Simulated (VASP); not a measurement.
# Zn2O (P-3m1) in VASP: single point with PBE

Aim: the single point of Zn2O with PBE.

Program: VASP 6.6.1. These are calculated values, not measurements. Logs are shortened: lines on timing, memory, paths and dates and some standing lists are left out, and cuts for length are marked.

## Step 1: The cell of the first run

It takes space group P-3m1 (No. 164, trigonal). Conventional cell: a = 3.021 Å, b = 3.021 Å, c = 4.627 Å, α = 90.00°, β = 90.00°, γ = 120.00°. Zn (site symmetry 3m) has 3 O at 2.18 Å and 3 Zn at 2.67 Å within 2.9 Å. Within 2.9 Å of O (site symmetry -3m) lie 6 Zn at 2.18 Å.

## Step 2: Single point, PBE

File POSCAR:

```
Zn2O
1.0
    3.0214605050      0.0000000000      0.0000000000
   -1.5107302525      2.6166615538      0.0000000000
    0.0000000000      0.0000000000      4.6265261077
Zn O
2 1
Direct
    0.6666666667      0.3333333333      0.7178318383
    0.3333333333      0.6666666667      0.2821681617
    0.0000000000      0.0000000000      0.0000000000
```

File INCAR.step1:

```
ALGO = Normal
EDIFF = 1E-6
ENCUT = 520
GGA = PE
ISIF = 2
ISMEAR = 0
LASPH = T
LCHARG = T
LREAL = F
LWAVE = F
NBANDS = 22
NELM = 80
PREC = Accurate
SIGMA = 0.1
```

File KPOINTS.step1:

```
k-points
0
Gamma
  12 12 8
```

File INCAR.step2:

```
ALGO = Normal
EDIFF = 1E-6
ENCUT = 520
GGA = PE
ICHARG = 11
ISIF = 2
ISMEAR = -5
LASPH = T
LCHARG = F
LORBIT = 10
LREAL = F
LWAVE = F
NEDOS = 2001
NELM = 80
PREC = Accurate
SIGMA = 0.1
```

File KPOINTS.step2:

```
k-points
0
Gamma
  18 18 12
```

Potentials or basis: VASP PAW PBE potentials, release 64 (Zn, O).

The run is started by

```bash
cat potpaw_PBE.64/Zn/POTCAR potpaw_PBE.64/O/POTCAR > POTCAR
cp INCAR.step1 INCAR
cp KPOINTS.step1 KPOINTS
mpirun -np 1 vasp_std > vasp.out
cp INCAR.step2 INCAR
cp KPOINTS.step2 KPOINTS
mpirun -np 1 vasp_std > vasp.out
```

OUTCAR:

```text
EDIFF = 1E-6
   ENCUT = 520
   GGA = PE
   ICHARG = 11
   ISIF = 2
   ISMEAR = -5
   LASPH = T
   LORBIT = 10
   LREAL = F
   NELM = 80
   PREC = Accurate

 ion  position               nearest neighbor table
   1  0.667  0.333  0.718-   3 2.18   3 2.18   3 2.18   2 2.67   2 2.67   2 2.67
   2  0.333  0.667  0.282-   3 2.18   3 2.18   3 2.18   1 2.67   1 2.67   1 2.67
   3  0.000  0.000  0.000-   1 2.18   2 2.18   2 2.18   1 2.18   1 2.18   2 2.18

  LATTYP: Found a hexagonal cell.
 ALAT       =     3.0214605050
 C/A-ratio  =     1.5312217717

  Lattice vectors:

 A1 = (   3.0214605050,   0.0000000000,   0.0000000000)
 A2 = (  -1.5107302525,   2.6166615538,   0.0000000000)
 A3 = (   0.0000000000,   0.0000000000,   4.6265261077)

Analysis of symmetry for initial positions (statically):
=====================================================================
 Subroutine PRICEL returns:
 Original cell was already a primitive cell.

 Routine SETGRP: Setting up the symmetry group for a
 hexagonal supercell.

 Subroutine GETGRP returns: Found 12 space group operations
 (whereof 12 operations were pure point group operations)
 out of a pool of 24 trial point group operations.

The static configuration has the point symmetry D_3d.

Analysis of symmetry for dynamics (positions and initial velocities):
=====================================================================
 Subroutine PRICEL returns:
 Original cell was already a primitive cell.

 Routine SETGRP: Setting up the symmetry group for a
 hexagonal supercell.

 Subroutine GETGRP returns: Found 12 space group operations
 (whereof 12 operations were pure point group operations)
 out of a pool of 24 trial point group operations.

The dynamic configuration has the point symmetry D_3d.

 Subroutine INISYM returns: Found 12 space group operations
 (whereof 12 operations are pure point group operations),
 and found     1 'primitive' translations

----------------------------------------------------------------------------------------

                                     Primitive cell

  volume of cell :      36.5780

  direct lattice vectors                    reciprocal lattice vectors
     3.021460505  0.000000000  0.000000000     0.330965769  0.191083176  0.000000000
    -1.510730252  2.616661554  0.000000000     0.000000000  0.382166352  0.000000000
     0.000000000  0.000000000  4.626526108     0.000000000  0.000000000  0.216144895

  length of vectors
     3.021460505  3.021460505  4.626526108     0.382166352  0.382166352  0.216144895

  position of ions in fractional coordinates (direct lattice)
     0.666666667  0.333333333  0.717831838
     0.333333333  0.666666667  0.282168162
     0.000000000  0.000000000  0.000000000

  ion indices of the primitive-cell ions
   primitive index   ion index
                 1           1
                 2           2
                 3           3

----------------------------------------------------------------------------------------

 KPOINTS: k-points

Automatic generation of k-mesh.
 Grid dimensions read from file:
 generate k-points for:   18   18   12

 Generating k-lattice:

  Cartesian coordinates                     Fractional coordinates (reciprocal lattice)
     0.018386987  0.010615732  0.000000000     0.055555556  0.000000000  0.000000000
     0.000000000  0.021231464  0.000000000     0.000000000  0.055555556  0.000000000
     0.000000000  0.000000000  0.018012075     0.000000000  0.000000000  0.083333333

  Length of vectors
     0.021231464  0.021231464  0.018012075

  Shift w.r.t. Gamma in fractional coordinates (k-lattice)
     0.000000000  0.000000000  0.000000000

 TETIRR: Found   5714 inequivalent tetrahedra from    23328

 Subroutine IBZKPT returns following result:
 ===========================================

 Found    394 irreducible k-points:

 Following reciprocal coordinates:
            Coordinates               Weight
  0.000000  0.000000  0.000000      1.000000
  0.055556  0.000000  0.000000      6.000000
  0.111111  0.000000  0.000000      6.000000
  0.166667  0.000000  0.000000      6.000000
  0.222222  0.000000  0.000000      6.000000
  0.277778  0.000000  0.000000      6.000000
[... 16 lines left out ...]
  0.333333  0.111111  0.000000     12.000000
  0.388889  0.111111  0.000000     12.000000
 [... further k-points ...]
   k-points           NKPTS =    394   k-points in BZ     NKDIM =    394   number of bands    NBANDS=     19
   number of dos      NEDOS =   2001   number of ions     NIONS =      3
   total plane-waves  NPLWV =  20736
   dimension x,y,z NGX =    24 NGY =   24 NGZ =   36
   dimension x,y,z NGXF=    48 NGYF=   48 NGZF=   72
   ions per type =               2   1
   NGX,Y,Z   is equivalent  to a cutoff of  13.21, 13.21, 12.94 a.u.
   NGXF,Y,Z  is equivalent  to a cutoff of  26.41, 26.41, 25.87 a.u.
 SYSTEM =  unknown system
   PREC   = accura    normal or accurate (medium, high low for compatibility)
   ISTART =      0    job   : 0-new  1-cont  2-samecut
   ICHARG =     11    charge: 1-file 2-atom 10-const
   ISPIN  =      1    spin polarized calculation?
   LNONCOLLINEAR =      F non collinear calculations
   LSORBIT =      F    spin-orbit coupling
   LASPH  =      T    aspherical Exc in radial PAW
   ENCUT  =  520.0 eV  38.22 Ry    6.18 a.u.   5.62  5.62  8.60*2*pi/ulx,y,z
   NELM   =     80;   NELMIN=  2; NELMDL=  0     # of ELM steps
   EDIFF  = 0.1E-05   stopping-criterion for ELM
   LREAL  =      F    real-space projection
   EDIFFG = 0.1E-04   stopping-criterion for IOM
   NSW    =      0    number of steps for IOM
   IBRION =     -1    ionic relax: 0-MD 1-quasi-New 2-CG
   NFREE  =      0    steps in history (QN), initial steepest desc. (CG)
   ISIF   =      2    stress and relaxation
   ISYM   =      2    0-nonsym 1-usesym 2-fastsym
   POTIM  = 0.5000    time-step for ionic-motion
   TEBEG  =    0.0;   TEEND  =   0.0 temperature during run
   PSTRESS=    0.0 pullay stress
   NELECT =      30.0000    total number of electrons
   NUPDOWN=      -1.0000    fix difference up-down
   EMIN   =  10.00;   EMAX   =-10.00  energy-range for DOS
   EFERMI =   0.00;   METHOD = LEGACY
   ISMEAR =    -5;   SIGMA  =   0.10  broadening in eV -4-tet -1-fermi 0-gaus
   EFERMI_NEDOS =   21; number of points for ismear=-14 and -15
   IALGO  =     38    algorithm
   IMIX   =      4    mixing-type and parameters
     AMIX     =   0.40;   BMIX     =  1.00
     AMIX_MAG =   1.60;   BMIX_MAG =  1.00
  volume/ion in A,a.u.               =      12.19        82.28
  Fermi-wavevector in a.u.,A,eV,Ry     =   1.532412  2.895838 31.950360  2.348285
  Thomas-Fermi vector in A             =   2.639621
   LORBIT       =     10    0 simple, 1 ext, 2 COOP (PROOUT), +10 PAW based schemes
   GGA     = PE    functional components
   LHFCALC =     F    Hartree Fock is set to
   AEXX    =    0.0000 exact exchange contribution
   IVDW    =     0    specifies the selected vdW correction
   LEPSILON=     F    determine dielectric tensor
   LRPA    =     F    only Hartree local field effects (RPA)
 non-spin polarized calculation
 Fermi weights with tetrahedron method with Bloechl corrections
  energy-cutoff  :      520.00
  volume of cell :       36.58
 maximum number of plane-waves:      1008
 NGX is ok and might be reduce to    24

 number of electron      30.0000024 magnetization

 Free energy of the ion-electron system (eV)
  ---------------------------------------------------
  ext. energy  EPLUGINS =         0.00000000
  ---------------------------------------------------
  free energy    TOTEN  =        -9.44340736 eV

  energy without entropy =       -9.44340736  energy(sigma->0) =       -9.44340736

 E-fermi :   3.5352     XC(G=0): -11.6990

 val. band max:        3.6000727996   @ k =  -0.2778  -0.3889   0.1667
 cond. band min:       3.2927021543   @ k =   0.3333   0.3333   0.4167
 fundamental gap:     -0.3073706454
 Fermi energy:         3.5352408795

 k-point     1 :       0.0000    0.0000    0.0000
  band No.  band energies     occupation
      1     -16.0612      2.00000
      2      -4.7935      2.00000
      3      -3.8616      2.00000
      4      -3.8616      2.00000
      5      -3.7108      2.00000
      6      -3.6860      2.00000
[... 11 lines left out ...]
     18      14.7001      0.00000
     19      14.7001      0.00000

 k-point     2 :       0.0556    0.0000    0.0000
  band No.  band energies     occupation
      1     -16.0389      2.00000
      2      -4.7637      2.00000
      3      -3.9834      2.00000
      4      -3.8560      2.00000
      5      -3.7048      2.00000
      6      -3.6882      2.00000
[... 11 lines left out ...]
     18      14.0829      0.00000
     19      14.5851      0.00000

 k-point     3 :       0.1111    0.0000    0.0000
  band No.  band energies     occupation
      1     -15.9741      2.00000
      2      -4.6793      2.00000
      3      -4.1804      2.00000
      4      -3.8501      2.00000
      5      -3.7546      2.00000
      6      -3.6997      2.00000
[... 11 lines left out ...]
     18      12.7545      0.00000
     19      14.2851      0.00000

 k-point     4 :       0.1667    0.0000    0.0000
  band No.  band energies     occupation
      1     -15.8727      2.00000
      2      -4.5574      2.00000
      3      -4.3656      2.00000
      4      -3.8684      2.00000
      5      -3.8230      2.00000
      6      -3.7408      2.00000
[... 11 lines left out ...]
     18      11.2497      0.00000
     19      13.8895      0.00000

 k-point     5 :       0.2222    0.0000    0.0000
  band No.  band energies     occupation
      1     -15.7445      2.00000
      2      -4.5315      2.00000
      3      -4.4191      2.00000
      4      -3.9152      2.00000
      5      -3.8963      2.00000
      6      -3.7838      2.00000
[... 11 lines left out ...]
     18       9.8752      0.00000
     19      13.4750      0.00000

 k-point     6 :       0.2778    0.0000    0.0000
  band No.  band energies     occupation
      1     -15.6033      2.00000
      2      -4.6594      2.00000
      3      -4.3198      2.00000
      4      -3.9742      2.00000
      5      -3.9643      2.00000
      6      -3.8020      2.00000
[... 11 lines left out ...]
     18       9.8428      0.00000
     19      13.0922      0.00000

 k-point     7 :       0.3333    0.0000    0.0000
  band No.  band energies     occupation
      1     -15.4658      2.00000
      2      -4.7595      2.00000
      3      -4.2731      2.00000
      4      -4.0312      2.00000
      5      -4.0227      2.00000
      6      -3.7910      2.00000
[... 11 lines left out ...]
     18      10.4624      0.00000
     19      12.8358      0.00000

 k-point     8 :       0.3889    0.0000    0.0000
  band No.  band energies     occupation
      1     -15.3498      2.00000
      2      -4.8302      2.00000
      3      -4.2596      2.00000
      4      -4.0774      2.00000
      5      -4.0689      2.00000
      6      -3.7903      2.00000
[... 256 lines left out ...]
 k-point    20 :       0.1667    0.1111    0.0000
  band No.  band energies     occupation
      1     -15.6937      2.00000
      2      -4.5587      2.00000
      3      -4.3727      2.00000
      4      -3.9850      2.00000
      5      -3.8192      2.00000
      6      -3.7572      2.00000
[... 11 lines left out ...]
     18       9.8015      0.00000
     19      11.5980      0.00000

 k-point    21 :       0.2222    0.1111    0.0000
  band No.  band energies     occupation
      1     -15.5600      2.00000
      2      -4.6541      2.00000
      3      -4.2876      2.00000
      4      -4.0035      2.00000
      5      -3.8607      2.00000
      6      -3.8457      2.00000
[... 11 lines left out ...]
     18      10.0242      0.00000
     19      10.9812      0.00000

 k-point    22 :       0.2778    0.1111    0.0000
  band No.  band energies     occupation
      1     -15.4301      2.00000
      2      -4.7199      2.00000
      3      -4.2530      2.00000
      4      -4.0195      2.00000
      5      -3.9596      2.00000
      6      -3.8325      2.00000
[... 11 lines left out ...]
     18      10.5432      0.00000
     19      10.7648      0.00000

 k-point    23 :       0.3333    0.1111    0.0000
  band No.  band energies     occupation
      1     -15.3210      2.00000
      2      -4.7579      2.00000
      3      -4.2394      2.00000
      4      -4.0537      2.00000
      5      -4.0338      2.00000
      6      -3.8163      2.00000
[... 11 lines left out ...]
     18      10.2820      0.00000
     19      11.3534      0.00000

 k-point    24 :       0.3889    0.1111    0.0000
  band No.  band energies     occupation
      1     -15.2480      2.00000
      2      -4.7746      2.00000
      3      -4.2246      2.00000
      4      -4.1046      2.00000
      5      -4.0606      2.00000
      6      -3.8325      2.00000
[... 11 lines left out ...]
     18      10.1350      0.00000
     19      11.4155      0.00000

 [... further k-points ...]

------------------------ aborting loop because EDIFF is reached ----------------------------------------

  FORCE on cell =-STRESS in cart. coord.  units (eV):
  Direction    XX          YY          ZZ          XY          YZ          ZX
  --------------------------------------------------------------------------------------
  -------------------------------------------------------------------------------------
  Total        0.0831448      0.0831448      0.1076960      0.0000000      0.0000000     -0.0000000
  in kB        3.6418859      3.6418859      4.7172674      0.0000000      0.0000000     -0.0000000
  external PRESSURE =       4.0003464 kB  Pullay stress =       0.0000000 kB

 VOLUME and BASIS-vectors are now :
 -----------------------------------------------------------------------------
  energy-cutoff  :      520.00
  volume of cell :       36.58
      direct lattice vectors                 reciprocal lattice vectors
     3.021460505  0.000000000  0.000000000     0.330965769  0.191083176  0.000000000
    -1.510730252  2.616661554  0.000000000     0.000000000  0.382166352  0.000000000
     0.000000000  0.000000000  4.626526108     0.000000000  0.000000000  0.216144895

 POSITION                                       TOTAL-FORCE (eV/Angst)
 -----------------------------------------------------------------------------------
      1.51073      0.87222      3.32107         0.000000     -0.000000     -0.043278
     -0.00000      1.74444      1.30546         0.000000      0.000000      0.043278
      0.00000      0.00000      0.00000        -0.000000      0.000000      0.000000
 -----------------------------------------------------------------------------------
    total drift:                                0.000000     -0.000000      0.000000

  FREE ENERGIE OF THE ION-ELECTRON SYSTEM (eV)
  ---------------------------------------------------
  free  energy   TOTEN  =        -9.4434073635 eV

  energy  without entropy=       -9.4434073635  energy(sigma->0) =       -9.44340736

 total charge

# of ion       s       p       d       tot
------------------------------------------
    1        0.527   0.378   9.797  10.702
    2        0.527   0.378   9.797  10.702
    3        1.572   3.388   0.000   4.960
--------------------------------------------------
tot          2.625   4.145  19.595  26.365
```

Run time: 80 s. Hardware: 1 thread of Intel Xeon 6975P-C (Granite Rapids), shared host; peak memory 0.35 GiB.

Results:

```
Valence electrons inside the program's atomic spheres : Zn 10.70; O 4.96
```

Levels at points of the mesh, in eV from the Fermi level:
```
           k point  band 11  band 12  band 13  band 14  band 15  band 16  band 17  band 18  band 19
(0.00, 0.00, 0.00)    -6.83    -6.83    -5.35    -2.42    -2.42     3.14     4.34    11.16    11.16
(0.50, 0.00, 0.00)    -6.58    -5.84    -4.12    -3.29    -0.89    -0.34     3.63     7.89     8.09
(0.00, 0.00, 0.50)    -6.69    -6.69    -2.50    -2.50    -2.41    -0.78     9.30    10.71    12.83
(0.50, 0.00, 0.50)    -6.56    -6.17    -4.96    -2.99    -2.07     1.62     3.77     6.18     7.72
```

Caveat: tetrahedron occupations give inexact forces and stress in metals.
